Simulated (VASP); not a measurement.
Set up this calculation in VASP 6.6.1, as the native input.

| Quantity | Value |
| --- | --- |
| Task | single point |
| Functional | HSE06 |
| Potentials or basis | VASP PAW PBE potentials, release 64 (Ti_sv, Sn_d, O) |
| Cutoff | 520 eV |
| k mesh | 1 × 1 × 1 |
| Occupations | fermi-dirac, width 0.05 eV |
| Spin | no spin polarisation |
| Dipole correction | no |
| Grid for exact exchange (PRECFOCK) | Fast |
| Further INCAR settings | LREAL = Auto; ALGO = Normal; EDIFF = 1e-06; NBANDS = 343 |
| Share of exact exchange | 0.25 |
| Screening parameter | 0.2079 1/Å |

Crystal: Ti11Sn13O48.

```xyz
72
Lattice="9.3994 0.0000 0.0000 0.0000 9.4069 0.0000 0.0000 0.0000 9.2535" Properties=species:S:1:pos:R:3 pbc="T T T"
Ti    9.3508    0.0390    0.0257
Ti    0.0242    9.3507    3.0412
Ti    0.0457    4.7090    0.0386
Ti    4.7635    9.3529    3.1782
Ti    4.7842    0.0036    6.1625
Ti    2.4223    2.2125    1.5349
Ti    2.4021    7.1396    4.6239
Ti    7.1102    2.3817    7.7357
Ti    7.0933    7.1106    1.6502
Ti    7.0519    7.0172    4.7140
Ti    7.0991    7.0695    7.8473
Sn    9.3631    9.3750    6.1547
Sn    0.0009    4.7302    3.0366
Sn    9.3767    4.7499    6.1945
Sn    4.7499    9.3783    0.0027
Sn    4.7334    4.7060    9.2364
Sn    4.6929    4.7363    3.0755
Sn    4.7102    4.7221    6.1569
Sn    2.3424    2.3144    4.5762
Sn    2.3416    2.3239    7.7417
Sn    2.3285    7.0821    1.5658
Sn    2.3211    7.0925    7.6784
Sn    7.0689    2.3321    1.5128
Sn    7.0424    2.2927    4.6379
O     1.4155    1.3769    0.0877
O     1.3964    1.3975    2.9750
O     1.3921    1.4228    6.1599
O     1.3912    6.1204    9.2535
O     1.4535    6.1646    3.1599
O     1.4127    6.2200    6.0624
O     6.1392    1.4515    9.1690
O     6.0871    1.3743    3.0602
O     6.1545    1.3647    6.2483
O     6.1672    6.2259    9.2402
O     6.1941    6.2079    3.0893
O     6.1905    6.1765    6.1413
O     3.2944    3.1918    0.0889
O     3.2134    3.2652    2.9747
O     3.2377    3.2737    6.1564
O     3.2757    7.9818    9.2521
O     3.3120    7.9979    3.1522
O     3.2856    8.0002    6.0671
O     7.9692    3.2966    9.1560
O     7.9564    3.2748    3.0769
O     7.9503    3.2371    6.2424
O     7.9244    8.0258    0.0015
O     7.9979    7.9585    3.0596
O     7.9400    7.9259    6.1518
O     0.8880    3.7729    1.4179
O     0.8716    3.7657    4.6201
O     0.9113    3.8334    7.7935
O     0.8482    8.5107    1.5282
O     0.9580    8.5165    4.5092
O     0.8778    8.5291    7.7908
O     5.6620    3.8085    1.5411
O     5.5978    3.7467    4.6103
O     5.6580    3.7440    7.6896
O     5.6586    8.4791    1.6297
O     5.6454    8.5045    4.6260
O     5.6375    8.4396    7.6159
O     3.7673    0.8806    1.6205
O     3.8675    0.8819    4.6241
O     3.7915    0.8446    7.6202
O     3.7938    5.6611    1.5211
O     3.7551    5.6833    4.6176
O     3.7513    5.6212    7.7038
O     8.5051    0.8652    1.5283
O     8.5000    0.8718    4.5214
O     8.4822    0.9446    7.7985
O     8.4482    5.6797    1.4492
O     8.4078    5.6561    4.6122
O     8.4627    5.6939    7.7802
```

These files were run (other wordings do the same):

POSCAR

```
Ti11Sn13O48
1.0
    9.3993810000      0.0000000000      0.0000000000
    0.0000000000      9.4068690000      0.0000000000
    0.0000000000      0.0000000000      9.2535440000
Ti Sn O
11 13 48
Direct
    0.9948350000      0.0041500000      0.0027820000
    0.0025760000      0.9940340000      0.3286490000
    0.0048640000      0.5005910000      0.0041660000
    0.5067850000      0.9942660000      0.3434600000
    0.5089890000      0.0003860000      0.6659640000
    0.2577130000      0.2351970000      0.1658670000
    0.2555620000      0.7589760000      0.4996940000
    0.7564550000      0.2531910000      0.8359770000
    0.7546550000      0.7558980000      0.1783350000
    0.7502540000      0.7459690000      0.5094300000
    0.7552770000      0.7515210000      0.8480330000
    0.9961390000      0.9966140000      0.6651140000
    0.0001010000      0.5028420000      0.3281560000
    0.9975830000      0.5049390000      0.6694200000
    0.5053410000      0.9969630000      0.0002910000
    0.5035880000      0.5002690000      0.9981430000
    0.4992780000      0.5034960000      0.3323620000
    0.5011220000      0.5019850000      0.6653610000
    0.2492030000      0.2460320000      0.4945320000
    0.2491200000      0.2470480000      0.8366150000
    0.2477310000      0.7528610000      0.1692060000
    0.2469460000      0.7539680000      0.8297830000
    0.7520550000      0.2479110000      0.1634880000
    0.7492450000      0.2437300000      0.5012020000
    0.1505990000      0.1463750000      0.0094770000
    0.1485680000      0.1485580000      0.3215010000
    0.1481070000      0.1512500000      0.6656760000
    0.1480080000      0.6506310000      0.9999960000
    0.1546340000      0.6553290000      0.3414770000
    0.1503010000      0.6612150000      0.6551420000
    0.6531510000      0.1543000000      0.9908620000
    0.6476030000      0.1460990000      0.3307030000
    0.6547810000      0.1450730000      0.6752380000
    0.6561300000      0.6618410000      0.9985580000
    0.6589890000      0.6599290000      0.3338490000
    0.6586020000      0.6565990000      0.6636740000
    0.3504870000      0.3393090000      0.0096120000
    0.3418700000      0.3471120000      0.3214640000
    0.3444620000      0.3480130000      0.6653040000
    0.3485030000      0.8485060000      0.9998450000
    0.3523630000      0.8502140000      0.3406480000
    0.3495580000      0.8504660000      0.6556500000
    0.8478400000      0.3504510000      0.9894640000
    0.8464840000      0.3481310000      0.3325080000
    0.8458340000      0.3441240000      0.6746000000
    0.8430780000      0.8531850000      0.0001610000
    0.8508920000      0.8460320000      0.3306420000
    0.8447350000      0.8425690000      0.6648050000
    0.0944760000      0.4010760000      0.1532230000
    0.0927330000      0.4003170000      0.4992760000
    0.0969580000      0.4075150000      0.8422210000
    0.0902430000      0.9047340000      0.1651520000
    0.1019210000      0.9053440000      0.4872950000
    0.0933850000      0.9066910000      0.8419260000
    0.6023760000      0.4048630000      0.1665390000
    0.5955490000      0.3982960000      0.4982160000
    0.6019590000      0.3980090000      0.8309950000
    0.6020160000      0.9013690000      0.1761110000
    0.6006100000      0.9040750000      0.4999210000
    0.5997740000      0.8971740000      0.8230240000
    0.4008000000      0.0936110000      0.1751210000
    0.4114680000      0.0937490000      0.4997090000
    0.4033780000      0.0897880000      0.8234920000
    0.4036210000      0.6018040000      0.1643790000
    0.3995050000      0.6041660000      0.4990140000
    0.3991020000      0.5975640000      0.8325270000
    0.9048530000      0.0919800000      0.1651590000
    0.9043170000      0.0926760000      0.4886080000
    0.9024160000      0.1004110000      0.8427580000
    0.8988090000      0.6037770000      0.1566090000
    0.8945040000      0.6012710000      0.4984250000
    0.9003440000      0.6052900000      0.8407810000
```

INCAR.step1

```
ALGO = Normal
EDIFF = 1E-5
ENCUT = 520
GGA = PE
ISIF = 2
ISMEAR = -1
LASPH = True
LCHARG = False
LREAL = Auto
LUSENCCL = False
LWAVE = True
NBANDS = 343
NELM = 60
PREC = Accurate
SIGMA = 0.05
```

INCAR.step2

```
ALGO = Normal
EDIFF = 1E-6
ENCUT = 520
GGA = PE
HFSCREEN = 0.2079
ISIF = 2
ISMEAR = -1
ISTART = 1
LASPH = True
LCHARG = False
LHFCALC = True
LREAL = Auto
LUSENCCL = False
LWAVE = False
NBANDS = 343
NELM = 60
PREC = Accurate
PRECFOCK = Fast
SIGMA = 0.05
```

KPOINTS

```
k-points
0
Gamma
  1 1 1
```

Potentials or basis: VASP PAW PBE potentials, release 64 (Ti_sv, Sn_d, O).

Launch:

```sh
$ cat potpaw_PBE.64/Ti_sv/POTCAR potpaw_PBE.64/Sn_d/POTCAR potpaw_PBE.64/O/POTCAR > POTCAR
$ cp INCAR.step1 INCAR
$ mpirun -np 1 vasp_gam > vasp.out
$ cp INCAR.step2 INCAR
$ mpirun -np 1 vasp_gam > vasp.out
```

It gave:

```
Pressure               : -1.7 GPa
Largest force          : 0.376 eV/Å
Band gap on the k mesh : 3.84 eV
```

Caveat: the k points lie up to 0.68 Å⁻¹ apart; the PAW data sets were made with another functional, which shifts forces and pressure a little; spin-orbit coupling is left out, which moves the levels of the heavy elements.

Wall time 8.9 min on 1 × NVIDIA H100 80GB with 1 thread of AMD EPYC 7R13 Processor (Zen 3), on a shared host, peak memory 1.6 GiB.
